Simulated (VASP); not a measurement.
# Ta4C3 (P4/mmm) in VASP: a series of runs, part 2 of 2

VASP 6.6.1. The steps go on from the part before.

## Step 5: Single point, PBEsol (strain -0.080 along x and y, +0.080 along z)

INCAR reads:

```
SYSTEM = Ta4C3
ALGO = Normal
EDIFF = 1E-6
ENCUT = 520
GGA = PS
ISIF = 2
ISMEAR = 0
LASPH = .TRUE.
LCHARG = .TRUE.
LELF = .TRUE.
LREAL = .FALSE.
LVHAR = .TRUE.
LWAVE = .FALSE.
NBANDS = 37
NELM = 80
PREC = Accurate
SIGMA = 0.15
```

KPOINTS reads:

```
k-points
0
G
  10 10 10
  0 0 0
```

POSCAR reads:

```
Ta4C3
1.0
    4.0503940292      0.0000000000      0.0000000000
    0.0000000000      4.0503940292      0.0000000000
    0.0000000000      0.0000000000      4.7548103822
Ta C
4 3
Direct
    0.0000000000      0.5000000000      0.5000000000
    0.5000000000      0.0000000000      0.5000000000
    0.5000000000      0.5000000000      0.0000000000
    0.0000000000      0.0000000000      0.0000000000
    0.5000000000      0.0000000000      0.0000000000
    0.0000000000      0.5000000000      0.0000000000
    0.0000000000      0.0000000000      0.5000000000
```

Started as:

```sh
$ cat potpaw_PBE.64/Ta_pv/POTCAR potpaw_PBE.64/C/POTCAR > POTCAR
$ mpirun -np 1 vasp_std > vasp.out
```

Run time: 4.9 min. Hardware: 1 thread of Intel Xeon Platinum 8259CL at 2.50GHz (Skylake/Cascade Lake), shared host; peak memory 0.38 GiB.

It converged, with:

```
Free energy            : -79.2591 eV
Pressure               : 52.1 GPa
Band gap on the k mesh : zero (bands 28 and 29 overlap by 1.41 eV)
```

Stress tensor (GPa, compression positive):
```
 87.36   0.00   0.00
  0.00  87.36   0.00
  0.00   0.00 -18.34
```

Levels at points of the mesh, in eV from the Fermi level:
```tsv
k point	band 24	band 25	band 26	band 27	band 28	band 29	band 30	band 31	band 32	band 33
(0.00, 0.00, 0.00)	-2.09	-1.33	-0.76	-0.76	-0.51	-0.14	-0.14	0.05	0.05	2.60
(0.50, 0.00, 0.00)	-3.14	-3.12	-2.42	-2.38	-0.13	0.00	0.47	1.40	1.82	3.45
(0.50, 0.50, 0.00)	-5.65	-2.67	-1.98	-0.44	-0.44	2.57	2.65	2.65	2.85	2.96
(0.00, 0.00, 0.50)	-3.42	-3.03	-0.88	-0.88	-0.07	0.26	0.26	0.99	0.99	2.42
(0.50, 0.00, 0.50)	-4.02	-2.17	-1.95	-1.73	0.62	0.85	0.95	1.49	1.66	3.84
(0.50, 0.50, 0.50)	-5.80	-2.95	-0.70	-0.70	0.04	3.38	3.51	3.51	3.76	4.39
```

Caveat: the cell differs from its parent crystal (strain -0.080 along x and y, +0.080 along z); the cell stands under pressure; the PAW data sets were made with another functional, which shifts forces and pressure a little; spin-orbit coupling is left out, which moves the levels of the heavy elements.

## Step 6: Single point, PBEsol (strain +0.000 along x and y, -0.080 along z)

INCAR reads:

```
SYSTEM = Ta4C3
ALGO = Normal
EDIFF = 1E-6
ENCUT = 520
GGA = PS
ISIF = 2
ISMEAR = 0
LASPH = .True.
LCHARG = .False.
LREAL = .False.
LWAVE = .False.
NBANDS = 37
NELM = 80
PREC = Accurate
SIGMA = 0.15
```

KPOINTS reads:

```
k-points
0
Gamma
  10 10 10
  0 0 0
```

Edit POSCAR of step 5 so:

```diff
@@ -2,5 +2,5 @@
 1.0
-    4.0503940292      0.0000000000      0.0000000000
-    0.0000000000      4.0503940292      0.0000000000
-    0.0000000000      0.0000000000      4.7548103822
+    4.4026022057      0.0000000000      0.0000000000
+    0.0000000000      4.4026022057      0.0000000000
+    0.0000000000      0.0000000000      4.0503940292
 Ta C
```

Potentials or basis: VASP PAW PBE potentials, release 64 (Ta_pv, C).

Started as:

```sh
$ cat potpaw_PBE.64/Ta_pv/POTCAR potpaw_PBE.64/C/POTCAR > POTCAR
$ mpirun -np 1 vasp_std > vasp.out
```

OUTCAR:

```text
SYSTEM = Ta4C3
   EDIFF = 1E-6
   ENCUT = 520
   GGA = PS
   ISIF = 2
   ISMEAR = 0
   LASPH = .True.
   LREAL = .False.
   NELM = 80
   PREC = Accurate

 ion  position               nearest neighbor table
   1  0.000  0.500  0.500-   6 2.03   6 2.03   7 2.20   7 2.20   3 2.99   4 2.99   3 2.99   4 2.99
                             4 2.99   4 2.99   3 2.99   3 2.99   2 3.11   2 3.11   2 3.11   2 3.11
   2  0.500  0.000  0.500-   5 2.03   5 2.03   7 2.20   7 2.20   3 2.99   4 2.99   3 2.99   3 2.99
                             3 2.99   4 2.99   4 2.99   4 2.99   1 3.11   1 3.11   1 3.11   1 3.11
   3  0.500  0.500  0.000-   5 2.20   6 2.20   5 2.20   6 2.20   1 2.99   2 2.99   2 2.99   1 2.99
                             2 2.99   1 2.99   2 2.99   1 2.99   4 3.11   4 3.11   4 3.11   4 3.11
   4  0.000  0.000  0.000-   7 2.03   7 2.03   5 2.20   6 2.20   6 2.20   5 2.20   2 2.99   2 2.99
                             1 2.99   1 2.99   1 2.99   2 2.99   1 2.99   2 2.99   3 3.11   3 3.11
   5  0.500  0.000  0.000-   2 2.03   2 2.03   4 2.20   3 2.20   3 2.20   4 2.20
   6  0.000  0.500  0.000-   1 2.03   1 2.03   4 2.20   3 2.20   4 2.20   3 2.20
   7  0.000  0.000  0.500-   4 2.03   4 2.03   1 2.20   2 2.20   1 2.20   2 2.20

  LATTYP: Found a simple tetragonal cell.
 ALAT       =     4.4026022057
 C/A-ratio  =     0.9200000000

  Lattice vectors:

 A1 = (   4.4026022057,   0.0000000000,   0.0000000000)
 A2 = (   0.0000000000,   4.4026022057,   0.0000000000)
 A3 = (   0.0000000000,   0.0000000000,   4.0503940292)

Analysis of symmetry for initial positions (statically):
=====================================================================
 Subroutine PRICEL returns:
 Original cell was already a primitive cell.

 Routine SETGRP: Setting up the symmetry group for a
 simple tetragonal supercell.

 Subroutine GETGRP returns: Found 16 space group operations
 (whereof 16 operations were pure point group operations)
 out of a pool of 16 trial point group operations.

The static configuration has the point symmetry D_4h.

Analysis of symmetry for dynamics (positions and initial velocities):
=====================================================================
 Subroutine PRICEL returns:
[... 142 lines left out ...]
  Thomas-Fermi vector in A             =   2.578913
   LORBIT       =      0    0 simple, 1 ext, 2 COOP (PROOUT), +10 PAW based schemes
   GGA     = PS    functional components
   LHFCALC =     F    Hartree Fock is set to
   AEXX    =    0.0000 exact exchange contribution
   IVDW    =     0    specifies the selected vdW correction
   LEPSILON=     F    determine dielectric tensor
   LRPA    =     F    only Hartree local field effects (RPA)
 non-spin polarized calculation
 Gauss-broadening in eV      SIGMA  =   0.15
  energy-cutoff  :      520.00
  volume of cell :       78.51
 maximum number of plane-waves:      2136
 NGX is ok and might be reduce to    36
   NGX = 17   NGY = 17   NGZ = 15

 number of electron      56.0000017 magnetization

 Free energy of the ion-electron system (eV)
  ---------------------------------------------------
  ext. energy  EPLUGINS =         0.00000000
  ---------------------------------------------------
  free energy    TOTEN  =       -81.36961298 eV

  energy without entropy =      -81.33243792  energy(sigma->0) =      -81.35102545

 E-fermi :   8.0616     XC(G=0): -13.5383

 val. band max:        8.0571927390   @ k =   0.3000   0.2000   0.2000
 cond. band min:       8.0626250763   @ k =   0.3000   0.1000   0.3000
 fundamental gap:      0.0054323373
 Fermi energy:         8.0616130241

 k-point     1 :       0.0000    0.0000    0.0000
  band No.  band energies     occupation
      1     -27.1510      2.00000
      2     -27.1270      2.00000
      3     -27.1270      2.00000
      4     -26.5024      2.00000
      5     -26.5024      2.00000
      6     -26.4427      2.00000
[... 949 lines left out ...]
     36      12.7139      0.00000
     37      12.7796      0.00000

 [... further k-points ...]
[... 5 lines left out ...]
  --------------------------------------------------------------------------------------
  -------------------------------------------------------------------------------------
  Total        8.4067875      8.4067875     36.7480868      0.0000000      0.0000000     -0.0000000
  in kB      171.5633373    171.5633373    749.9445402      0.0000000      0.0000000     -0.0000000
  external PRESSURE =     364.3570716 kB  Pullay stress =       0.0000000 kB

 VOLUME and BASIS-vectors are now :
 -----------------------------------------------------------------------------
  energy-cutoff  :      520.00
  volume of cell :       78.51
      direct lattice vectors                 reciprocal lattice vectors
     4.402602206  0.000000000  0.000000000     0.227138395  0.000000000  0.000000000
     0.000000000  4.402602206  0.000000000     0.000000000  0.227138395  0.000000000
     0.000000000  0.000000000  4.050394029     0.000000000  0.000000000  0.246889560

 POSITION                                       TOTAL-FORCE (eV/Angst)
 -----------------------------------------------------------------------------------
      0.00000      2.20130      2.02520         0.000000      0.000000      0.000000
      2.20130      0.00000      2.02520         0.000000      0.000000      0.000000
      2.20130      2.20130      0.00000         0.000000      0.000000      0.000000
      0.00000      0.00000      0.00000         0.000000      0.000000      0.000000
      2.20130      0.00000      0.00000         0.000000      0.000000      0.000000
      0.00000      2.20130      0.00000         0.000000      0.000000      0.000000
      0.00000      0.00000      2.02520         0.000000      0.000000      0.000000
 -----------------------------------------------------------------------------------
    total drift:                                0.000000      0.000000      0.000000

  FREE ENERGIE OF THE ION-ELECTRON SYSTEM (eV)
  ---------------------------------------------------
  free  energy   TOTEN  =       -81.3696129839 eV

  energy  without entropy=      -81.3324379247  energy(sigma->0) =      -81.35102545
```

OSZICAR:

```text
N       E                     dE             d eps       ncg     rms          rms(c)
DAV:   1     0.521784684763E+03    0.52178E+03   -0.30515E+04  9340   0.160E+03
DAV:   2    -0.607896234280E+02   -0.58257E+03   -0.56758E+03 10335   0.467E+02
DAV:   3    -0.917668580974E+02   -0.30977E+02   -0.30295E+02 11542   0.989E+01
DAV:   4    -0.924199996393E+02   -0.65314E+00   -0.64808E+00 11635   0.137E+01
DAV:   5    -0.924303810464E+02   -0.10381E-01   -0.10372E-01 11342   0.164E+00    0.544E+01
DAV:   6    -0.817297777400E+02    0.10701E+02   -0.50349E+01 11360   0.326E+01    0.234E+01
DAV:   7    -0.814815355018E+02    0.24824E+00   -0.29073E+00 11439   0.107E+01    0.113E+01
DAV:   8    -0.813838499688E+02    0.97686E-01   -0.47946E-01 11441   0.552E+00    0.218E+00
DAV:   9    -0.813707420858E+02    0.13108E-01   -0.78369E-02 11579   0.233E+00    0.461E-01
DAV:  10    -0.813698038375E+02    0.93825E-03   -0.71830E-03 11529   0.632E-01    0.253E-01
DAV:  11    -0.813696312023E+02    0.17264E-03   -0.12049E-03 11188   0.226E-01    0.750E-02
DAV:  12    -0.813696150335E+02    0.16169E-04   -0.18172E-04 11746   0.695E-02    0.271E-02
DAV:  13    -0.813696144240E+02    0.60956E-06   -0.10589E-05 10995   0.210E-02    0.116E-02
DAV:  14    -0.813696130613E+02    0.13626E-05   -0.31111E-06  9299   0.938E-03    0.271E-03
DAV:  15    -0.813696129839E+02    0.77387E-07   -0.17670E-07  5947   0.242E-03
   1 F= -.81369613E+02 E0= -.81351025E+02  d E =-.371751E-01
```

Run time: 4.6 min. Hardware: 1 thread of Intel Xeon Platinum 8259CL at 2.50GHz (Skylake/Cascade Lake), shared host; peak memory 0.39 GiB.

Results:

* Free energy: -81.3696 eV
* Pressure: 36.4 GPa
* Band gap on the k mesh: zero (bands 28 and 29 overlap by 1.25 eV)

Stress tensor (GPa, compression positive):
```
17.16  0.00  0.00
 0.00 17.16  0.00
 0.00  0.00 74.99
```

Caveat: the cell differs from its parent crystal (strain +0.000 along x and y, -0.080 along z); the cell stands under pressure; the PAW data sets were made with another functional, which shifts forces and pressure a little; spin-orbit coupling is left out, which moves the levels of the heavy elements.

## Step 7: Summary

```csv
cell,gap on the mesh (eV),pressure (GPa)
"a = 4.226, b = 4.226, c = 4.579 Å, 7 atoms",none,19.3
"a = 4.226, b = 4.226, c = 4.755 Å, 7 atoms",none,10.0
"a = 4.050, b = 4.050, c = 4.579 Å, 7 atoms",none,64.1
"a = 4.050, b = 4.050, c = 4.755 Å, 7 atoms",none,52.1
"a = 4.403, b = 4.403, c = 4.050 Å, 7 atoms",none,36.4
```

Alike in all rows: task single point; level PBEsol; potentials or basis VASP PAW PBE potentials, release 64 (Ta_pv, C); no spin polarisation; k mesh 10 × 10 × 10; cutoff (eV) 520; smearing gaussian 0.15 eV.

Caveats: the cell stands under pressure; the PAW data sets were made with another functional, which shifts forces and pressure a little; spin-orbit coupling is left out, which moves the levels of the heavy elements.

Absolute energies hang on the potentials; compare differences alone.
